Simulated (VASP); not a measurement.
# Mo (R-3m) in VASP: further runs

The runs below take Mo through single point, relaxation of cell and atoms, with PBE.

Everything below comes from runs of VASP 6.6.1. Logs are shortened: lines on timing, memory, paths and dates and some standing lists are left out, and cuts for length are marked.

## 1. The cell of the first run

The structure is trigonal, space group R-3m (No. 166). The conventional cell has a = 3.006 Å, b = 3.006 Å, c = 6.216 Å, α = 90.00°, β = 90.00°, γ = 120.00°. Within 3.6 Å of Mo (site symmetry -3m) lie 12 Mo at 2.70 to 3.01 Å.

## 2. Single point, PBE

Contents of INCAR:

```
SYSTEM = Mo
PREC = Accurate
ENCUT = 520
EDIFF = 1E-6
ISMEAR = 0
SIGMA = 0.1
LREAL = .FALSE.
LASPH = .TRUE.
NELM = 100
ALGO = Normal
ISIF = 2
LWAVE = .FALSE.
LCHARG = .TRUE.
GGA = PE
LELF = .TRUE.
LVHAR = .TRUE.
NBANDS = 13
```

Contents of KPOINTS:

```
regular mesh
0
G
  18 18 18
  0 0 0
```

Contents of POSCAR:

```
Mo
1.0
    1.5032202904      0.8678846393      2.0719638199
   -1.5032202904      0.8678846393      2.0719638199
    0.0000000000     -1.7357692787      2.0719638199
Mo
1
Direct
    0.5000000000      0.5000000000      0.5000000000
```

Potentials or basis: VASP PAW PBE potentials, release 64 (Mo_sv).

Started as:

```
$ cat potpaw_PBE.64/Mo_sv/POTCAR > POTCAR
$ mpirun -np 1 vasp_std > vasp.out
```

OUTCAR:

```text
SYSTEM = Mo
   PREC = Accurate
   ENCUT = 520
   EDIFF = 1E-6
   ISMEAR = 0
   LREAL = .FALSE.
   LASPH = .TRUE.
   NELM = 100
   ISIF = 2
   GGA = PE

 ion  position               nearest neighbor table
   1  0.500  0.500  0.500-

  LATTYP: Found a trigonal (rhomboedric) cell.
 ALAT       =     2.7029482162
 COS(alpha) =     0.3814144038

  Lattice vectors:

 A1 = (   1.5032202904,   0.8678846393,   2.0719638199)
 A2 = (  -1.5032202904,   0.8678846393,   2.0719638199)
 A3 = (   0.0000000000,  -1.7357692787,   2.0719638199)

Analysis of symmetry for initial positions (statically):
=====================================================================
 Subroutine PRICEL returns:
 Original cell was already a primitive cell.

 Routine SETGRP: Setting up the symmetry group for a
 trigonal (rhombohedral) supercell.

 Subroutine GETGRP returns: Found 12 space group operations
 (whereof 12 operations were pure point group operations)
 out of a pool of 12 trial point group operations.

The static configuration has the point symmetry D_3d.

Analysis of symmetry for dynamics (positions and initial velocities):
=====================================================================
 Subroutine PRICEL returns:
 Original cell was already a primitive cell.

 Routine SETGRP: Setting up the symmetry group for a
 trigonal (rhombohedral) supercell.

 Subroutine GETGRP returns: Found 12 space group operations
 (whereof 12 operations were pure point group operations)
 out of a pool of 12 trial point group operations.

The dynamic configuration has the point symmetry D_3d.

 Subroutine INISYM returns: Found 12 space group operations
 (whereof 12 operations are pure point group operations),
 and found     1 'primitive' translations

----------------------------------------------------------------------------------------

                                     Primitive cell

  volume of cell :      16.2188

  direct lattice vectors                    reciprocal lattice vectors
     1.503220290  0.867884639  2.071963820     0.332619246  0.192037811  0.160877970
    -1.503220290  0.867884639  2.071963820    -0.332619246  0.192037811  0.160877970
     0.000000000 -1.735769279  2.071963820     0.000000000 -0.384075623  0.160877970

  length of vectors
     2.702948216  2.702948216  2.702948216     0.416408219  0.416408219  0.416408219

  position of ions in fractional coordinates (direct lattice)
     0.500000000  0.500000000  0.500000000

  ion indices of the primitive-cell ions
   primitive index   ion index
                 1           1

----------------------------------------------------------------------------------------

 KPOINTS: regular mesh

Automatic generation of k-mesh.
 Grid dimensions read from file:
 generate k-points for:   18   18   18

 Generating k-lattice:

  Cartesian coordinates                     Fractional coordinates (reciprocal lattice)
     0.018478847  0.010668767  0.008937665     0.055555556  0.000000000 -0.000000000
    -0.018478847  0.010668767  0.008937665     0.000000000  0.055555556 -0.000000000
     0.000000000 -0.021337535  0.008937665    -0.000000000 -0.000000000  0.055555556

  Length of vectors
     0.023133790  0.023133790  0.023133790

  Shift w.r.t. Gamma in fractional coordinates (k-lattice)
     0.000000000  0.000000000  0.000000000

 Subroutine IBZKPT returns following result:
 ===========================================

 Found    580 irreducible k-points:

 Following reciprocal coordinates:
            Coordinates               Weight
  0.000000  0.000000  0.000000      1.000000
  0.055556  0.000000 -0.000000      6.000000
  0.111111  0.000000 -0.000000      6.000000
  0.166667  0.000000 -0.000000      6.000000
  0.222222  0.000000  0.000000      6.000000
  0.277778  0.000000  0.000000      6.000000
[... 16 lines left out ...]
 -0.277778  0.055556 -0.000000     12.000000
 -0.222222  0.055556  0.000000     12.000000
 [... further k-points ...]
   k-points           NKPTS =    580   k-points in BZ     NKDIM =    580   number of bands    NBANDS=     13
   number of dos      NEDOS =    301   number of ions     NIONS =      1
   total plane-waves  NPLWV =   8000
   dimension x,y,z NGX =    20 NGY =   20 NGZ =   20
   dimension x,y,z NGXF=    40 NGYF=   40 NGZF=   40
   ions per type =               1
   NGX,Y,Z   is equivalent  to a cutoff of  12.30, 12.30, 12.30 a.u.
   NGXF,Y,Z  is equivalent  to a cutoff of  24.60, 24.60, 24.60 a.u.
 SYSTEM =  Mo
   PREC   = accura    normal or accurate (medium, high low for compatibility)
   ISTART =      0    job   : 0-new  1-cont  2-samecut
   ICHARG =      2    charge: 1-file 2-atom 10-const
   ISPIN  =      1    spin polarized calculation?
   LNONCOLLINEAR =      F non collinear calculations
   LSORBIT =      F    spin-orbit coupling
   LASPH  =      T    aspherical Exc in radial PAW
   ENCUT  =  520.0 eV  38.22 Ry    6.18 a.u.   5.03  5.03  5.03*2*pi/ulx,y,z
   NELM   =    100;   NELMIN=  2; NELMDL= -5     # of ELM steps
   EDIFF  = 0.1E-05   stopping-criterion for ELM
   LREAL  =      F    real-space projection
   EDIFFG = 0.1E-04   stopping-criterion for IOM
   NSW    =      0    number of steps for IOM
   IBRION =     -1    ionic relax: 0-MD 1-quasi-New 2-CG
   NFREE  =      0    steps in history (QN), initial steepest desc. (CG)
   ISIF   =      2    stress and relaxation
   ISYM   =      2    0-nonsym 1-usesym 2-fastsym
   POTIM  = 0.5000    time-step for ionic-motion
   TEBEG  =    0.0;   TEEND  =   0.0 temperature during run
   PSTRESS=    0.0 pullay stress
   NELECT =      14.0000    total number of electrons
   NUPDOWN=      -1.0000    fix difference up-down
   EMIN   =  10.00;   EMAX   =-10.00  energy-range for DOS
   EFERMI =   0.00;   METHOD = LEGACY
   ISMEAR =     0;   SIGMA  =   0.10  broadening in eV -4-tet -1-fermi 0-gaus
   EFERMI_NEDOS =   21; number of points for ismear=-14 and -15
   IALGO  =     38    algorithm
   IMIX   =      4    mixing-type and parameters
     AMIX     =   0.40;   BMIX     =  1.00
     AMIX_MAG =   1.60;   BMIX_MAG =  1.00
  volume/ion in A,a.u.               =      16.22       109.45
  Fermi-wavevector in a.u.,A,eV,Ry     =   1.558756  2.945622 33.058354  2.429721
  Thomas-Fermi vector in A             =   2.662214
   LORBIT       =      0    0 simple, 1 ext, 2 COOP (PROOUT), +10 PAW based schemes
   GGA     = PE    functional components
   LHFCALC =     F    Hartree Fock is set to
   AEXX    =    0.0000 exact exchange contribution
   IVDW    =     0    specifies the selected vdW correction
   LEPSILON=     F    determine dielectric tensor
   LRPA    =     F    only Hartree local field effects (RPA)
 non-spin polarized calculation
 Gauss-broadening in eV      SIGMA  =   0.10
  energy-cutoff  :      520.00
  volume of cell :       16.22
 maximum number of plane-waves:       455
   NGX = 11   NGY = 11   NGZ = 11

 number of electron      13.9999999 magnetization

 Free energy of the ion-electron system (eV)
  ---------------------------------------------------
  ext. energy  EPLUGINS =         0.00000000
  ---------------------------------------------------
  free energy    TOTEN  =       -10.57116807 eV

  energy without entropy =      -10.56686395  energy(sigma->0) =      -10.56901601

 E-fermi :  11.8566     XC(G=0): -13.1508

 val. band max:       11.8557354320   @ k =   0.2222   0.2222   0.0556
 cond. band min:      11.8604279502   @ k =   0.3333   0.2778   0.0000
 fundamental gap:      0.0046925182
 Fermi energy:        11.8565717015

 k-point     1 :       0.0000    0.0000    0.0000
  band No.  band energies     occupation
      1     -49.2026      2.00000
      2     -22.6122      2.00000
      3     -22.6122      2.00000
      4     -22.3182      2.00000
      5       4.9441      2.00000
      6       9.7169      2.00000
      7       9.7169      2.00000
      8      12.7436      0.00000
      9      13.8925      0.00000
     10      13.8925      0.00000
     11      24.7176      0.00000
     12      28.8017      0.00000
     13      28.8017      0.00000

 k-point     2 :       0.0556    0.0000   -0.0000
  band No.  band energies     occupation
      1     -49.1967      2.00000
      2     -22.6428      2.00000
      3     -22.6131      2.00000
      4     -22.3327      2.00000
      5       5.0600      2.00000
      6       9.7257      2.00000
      7       9.7418      2.00000
      8      12.7435      0.00000
      9      13.8408      0.00000
     10      13.8633      0.00000
     11      24.9240      0.00000
     12      28.5064      0.00000
     13      29.0443      0.00000

 k-point     3 :       0.1111    0.0000   -0.0000
  band No.  band energies     occupation
      1     -49.1798      2.00000
      2     -22.7394      2.00000
      3     -22.6158      2.00000
      4     -22.3649      2.00000
      5       5.3908      2.00000
      6       9.7449      2.00000
      7       9.8051      2.00000
      8      12.7658      0.00000
      9      13.7150      0.00000
     10      13.7962      0.00000
     11      25.4924      0.00000
     12      27.7403      0.00000
     13      29.7484      0.00000
[... 305 lines left out ...]
 k-point    23 :      -0.2778    0.0556   -0.0000
  band No.  band energies     occupation
      1     -49.0767      2.00000
      2     -23.3587      2.00000
      3     -22.6642      2.00000
      4     -22.4720      2.00000
      5       7.0415      2.00000
      6       9.8490      2.00000
      7      10.2933      2.00000
      8      12.6936      0.00000
      9      13.8297      0.00000
     10      14.5262      0.00000
     11      24.4591      0.00000
     12      27.0319      0.00000
     13      31.6516      0.00000

 k-point    24 :      -0.2222    0.0556    0.0000
  band No.  band energies     occupation
      1     -49.1107      2.00000
      2     -23.1460      2.00000
      3     -22.6581      2.00000
      4     -22.4459      2.00000
      5       6.6631      2.00000
      6       9.7613      2.00000
      7      10.0263      2.00000
      8      12.8110      0.00000
      9      13.5526      0.00000
     10      14.2162      0.00000
     11      25.4962      0.00000
     12      27.0958      0.00000
     13      32.1872      0.00000

 [... further k-points ...]
[... 5 lines left out ...]
  --------------------------------------------------------------------------------------
  -------------------------------------------------------------------------------------
  Total        0.0407008      0.0407008      0.0546981      0.0000000     -0.0000000      0.0000000
  in kB        4.0206471      4.0206471      5.4033690      0.0000000     -0.0000000      0.0000000
  external PRESSURE =       4.4815544 kB  Pullay stress =       0.0000000 kB

 VOLUME and BASIS-vectors are now :
 -----------------------------------------------------------------------------
  energy-cutoff  :      520.00
  volume of cell :       16.22
      direct lattice vectors                 reciprocal lattice vectors
     1.503220290  0.867884639  2.071963820     0.332619246  0.192037811  0.160877970
    -1.503220290  0.867884639  2.071963820    -0.332619246  0.192037811  0.160877970
     0.000000000 -1.735769279  2.071963820     0.000000000 -0.384075623  0.160877970

 POSITION                                       TOTAL-FORCE (eV/Angst)
 -----------------------------------------------------------------------------------
      0.00000     -0.00000      3.10795         0.000000      0.000000      0.000000
 -----------------------------------------------------------------------------------
    total drift:                               -0.000000     -0.000000      0.000000

  FREE ENERGIE OF THE ION-ELECTRON SYSTEM (eV)
  ---------------------------------------------------
  free  energy   TOTEN  =       -10.5711680685 eV

  energy  without entropy=      -10.5668639510  energy(sigma->0) =      -10.56901601
```

It took 56 s on 1 thread of Intel Xeon Platinum 8259CL at 2.50GHz (Skylake/Cascade Lake), shared host; peak memory 0.22 GiB.

Results:

| Item | Value |
| --- | --- |
| Free energy | -10.5712 eV |
| Pressure | 0.4 GPa |
| Band gap on the k mesh | zero (band 7 reaches 14.94 eV, above the bottom of band 8 at 11.08 eV) |

Stress tensor (GPa, compression positive):
```
0.40 0.00 0.00
0.00 0.40 0.00
0.00 0.00 0.54
```

## 3. Relaxation of cell and atoms, PBE

This run uses another cell than the first one, of 16.16 Å³/atom, 0.996 times its volume.

Contents of INCAR:

```
PREC = Accurate ; ENCUT = 600
EDIFF = 1E-6 ; ISMEAR = 0
SIGMA = 0.1 ; LREAL = F
LASPH = T ; NELM = 100
ALGO = Normal ; ISIF = 3
LWAVE = F ; LCHARG = F
GGA = PE ; IBRION = 2
NSW = 100 ; EDIFFG = -0.01
```

Contents of KPOINTS:

```
Automatic mesh
0
Gamma
  18 18 18
```

Contents of POSCAR:

```
Mo
1.0
    1.5006177316      0.8663820513      2.0709819903
   -1.5006177316      0.8663820513      2.0709819903
    0.0000000000     -1.7327641026      2.0709819903
Mo
1
Direct
    0.5000000000      0.5000000000      0.5000000000
```

Potentials or basis: VASP PAW PBE potentials, release 64 (Mo_sv).

Started as:

```
$ cat potpaw_PBE.64/Mo_sv/POTCAR > POTCAR
$ mpirun -np 1 vasp_std > vasp.out
```

Wall time 2 min (1 thread of Intel Xeon Platinum 8259CL at 2.50GHz (Skylake/Cascade Lake), shared host); peak memory 0.25 GiB.

Results (log left out):

- Free energy: -10.5711 eV
- Relaxed volume: 16.24 Å³/atom
- Relaxed cell: a = 2.705 Å, b = 2.705 Å, c = 2.705 Å, α = 67.52°, β = 67.52°, γ = 67.52°
- Space group after relaxing (to 0.05 Å): R-3m (No. 166)
- Energy gained by relaxing: 0.3 meV/atom
- Ionic steps: 4
- Pressure after relaxing: 0.0 GPa
- Band gap on the k mesh: zero (band 7 reaches 14.92 eV, above the bottom of band 8 at 11.06 eV)

Stress tensor (GPa, compression positive):
```
 0.07  0.00  0.00
 0.00  0.07  0.00
 0.00  0.00 -0.09
```

The path:
| step | energy change (eV) | largest force (eV/Å) | pressure (GPa) | volume (Å³) |
| --- | --- | --- | --- | --- |
| 1 | 0.0000 | 0.0000 | 1.28 | 16.16 |
| 2 | 0.0018 | 0.0000 | -3.08 | 16.46 |
| 3 | -0.0003 | 0.0000 | 0.00 | 16.24 |
| 4 | -0.0003 | 0.0000 | 0.02 | 16.24 |

Final structure:
```
Mo
1.0
     1.50321    0.86788    2.07458
    -1.50321    0.86788    2.07458
     0.00000   -1.73576    2.07458
Mo
1
Cartesian
  0.0000 0.0000 3.1119
```

Levels at points of the mesh, in eV from the Fermi level:
```tsv
k point	band 4	band 5	band 6	band 7	band 8	band 9	band 10	band 11
(0.00, 0.00, 0.00)	-34.18	-6.91	-2.12	-2.12	0.87	2.03	2.03	12.86
(0.50, 0.00, 0.00)	-34.36	-4.72	-2.28	0.57	0.77	2.58	3.76	10.24
(0.50, 0.50, 0.00)	-34.56	-5.16	-4.42	3.08	3.83	3.83	4.92	10.50
(0.50, 0.50, 0.50)	-34.83	-4.94	-1.81	-1.81	3.17	4.43	4.43	11.47
```

## 4. Relaxation of cell and atoms, PBE

This run uses another cell than the first one, of 16.15 Å³/atom, 0.996 times its volume.

Contents of INCAR:

```
SYSTEM = Mo
  PREC = Accurate
  ENCUT = 600
  EDIFF = 1E-7
  ISMEAR = 0
  SIGMA = 0.1
  LREAL = .FALSE.
  LASPH = .TRUE.
  NELM = 100
  ALGO = Normal
  ISIF = 3
  LWAVE = .FALSE.
  LCHARG = .FALSE.
  GGA = PE
  IBRION = 2
  NSW = 100
  EDIFFG = -0.01
```

Contents of KPOINTS:

```
regular mesh
0
G
  24 24 24
  0 0 0
```

Contents of POSCAR:

```
Mo
1.0
    1.5007088150      0.8664346383      2.0701295986
   -1.5007088150      0.8664346383      2.0701295986
    0.0000000000     -1.7328692767      2.0701295986
Mo
1
Direct
    0.5000000000      0.5000000000      0.5000000000
```

Started as:

```
$ cat potpaw_PBE.64/Mo_sv/POTCAR > POTCAR
$ mpirun -np 1 vasp_std > vasp.out
```

Run time: 4.2 min. Hardware: 1 thread of Intel Xeon Platinum 8488C (Sapphire Rapids), shared host; peak memory 0.4 GiB.

The run converged. Its results:

```
Free energy                            : -10.5715 eV
Relaxed volume                         : 16.24 Å³/atom
Relaxed cell                           : a = 2.705 Å, b = 2.705 Å, c = 2.705 Å, α = 67.52°, β = 67.52°, γ = 67.52°
Space group after relaxing (to 0.05 Å) : R-3m (No. 166)
Energy gained by relaxing              : 0.4 meV/atom
Ionic steps                            : 3
Pressure after relaxing                : 0.0 GPa
Band gap on the k mesh                 : zero (band 7 reaches 14.92 eV, above the bottom of band 8 at 11.03 eV)
```

Stress tensor (GPa, compression positive):
```
-0.03  0.00  0.00
 0.00 -0.03  0.00
 0.00  0.00  0.05
```

The path:
```tsv
step	energy change (eV)	largest force (eV/Å)	pressure (GPa)	volume (Å³)
1	0.0000	0.0000	1.34	16.15
2	0.0020	0.0000	-3.25	16.47
3	-0.0004	0.0000	-0.01	16.24
```

Final structure:
```xyz
1
Lattice="1.5032 0.8679 2.0746 -1.5032 0.8679 2.0746 0.0000 -1.7358 2.0746" Properties=species:S:1:pos:R:3 pbc="T T T"
Mo    0.0000    0.0000    3.1119
```

Levels at points of the mesh, in eV from the Fermi level:
| k point | band 3 | band 4 | band 5 | band 6 | band 7 | band 8 | band 9 | band 10 | band 11 |
| --- | --- | --- | --- | --- | --- | --- | --- | --- | --- |
| (0.00, 0.00, 0.00) | -34.48 | -34.18 | -6.91 | -2.13 | -2.13 | 0.87 | 2.02 | 2.02 | 12.85 |
| (0.50, 0.00, 0.00) | -34.51 | -34.37 | -4.73 | -2.29 | 0.56 | 0.77 | 2.58 | 3.76 | 10.23 |
| (0.50, 0.50, 0.00) | -35.08 | -34.56 | -5.17 | -4.42 | 3.08 | 3.82 | 3.83 | 4.91 | 10.49 |
| (0.50, 0.50, 0.50) | -34.84 | -34.84 | -4.95 | -1.81 | -1.81 | 3.17 | 4.42 | 4.42 | 11.47 |

## 5. Single point, PBE

This run uses another cell than the first one: it holds 2 atoms, not 1.

Contents of INCAR:

```
SYSTEM = Mo
PREC = Accurate
ENCUT = 500
EDIFF = 1E-6
ISMEAR = 0
SIGMA = 0.1
LREAL = .False.
LASPH = .True.
NELM = 120
ALGO = Normal
ISIF = 2
LWAVE = .False.
LCHARG = .False.
GGA = PE
NBANDS = 21
GGA_COMPAT = .False.
```

Contents of KPOINTS:

```
Automatic mesh
0
Gamma
  6 6 6
  0 0 0
```

Contents of POSCAR:

```
Mo
1.0
    1.5006177316      0.8663820513      4.1419639806
   -1.5006177316      0.8663820513      4.1419639806
    0.0000000000     -1.7327641026      4.1419639806
Mo
2
Direct
    0.2499877801      0.2499877801      0.2499877801
    0.7500122199      0.7500122199      0.7500122199
```

Started as:

```
$ cat potpaw_PBE.64/Mo_sv/POTCAR > POTCAR
$ mpirun -np 1 vasp_std > vasp.out
```

Run time: 20 s. Hardware: 1 thread of Intel Xeon Platinum 8559C (Emerald Rapids), shared host; peak memory 0.2 GiB.

Results (log left out):

| Item | Value |
| --- | --- |
| Free energy | -21.1896 eV |
| Pressure | 0.5 GPa |
| Band gap on the k mesh | zero (band 14 reaches 12.70 eV, above the bottom of band 15 at 11.25 eV) |

Stress tensor (GPa, compression positive):
```
0.36 0.00 0.00
0.00 0.36 0.00
0.00 0.00 0.79
```

Levels at points of the mesh, in eV from the Fermi level:
| k point | band 10 | band 11 | band 12 | band 13 | band 14 | band 15 | band 16 | band 17 | band 18 | band 19 |
| --- | --- | --- | --- | --- | --- | --- | --- | --- | --- | --- |
| (0.00, 0.00, 0.00) | -5.03 | -2.19 | -2.19 | -1.87 | -1.87 | 0.83 | 2.00 | 2.00 | 3.14 | 4.42 |
| (0.50, 0.00, 0.00) | -3.67 | -2.45 | -2.45 | -0.91 | -0.90 | 0.18 | 0.19 | 2.87 | 2.87 | 5.86 |
| (0.50, 0.50, 0.00) | -4.80 | -4.50 | -2.35 | 0.52 | 0.73 | 2.56 | 3.06 | 3.75 | 3.80 | 3.82 |
| (0.50, 0.50, 0.50) | -4.77 | -0.76 | -0.76 | -0.75 | -0.75 | -0.73 | -0.72 | 0.97 | 0.97 | 0.98 |

Caveat: the k points lie up to 0.41 Å⁻¹ apart.

[end of part 1 of 2]
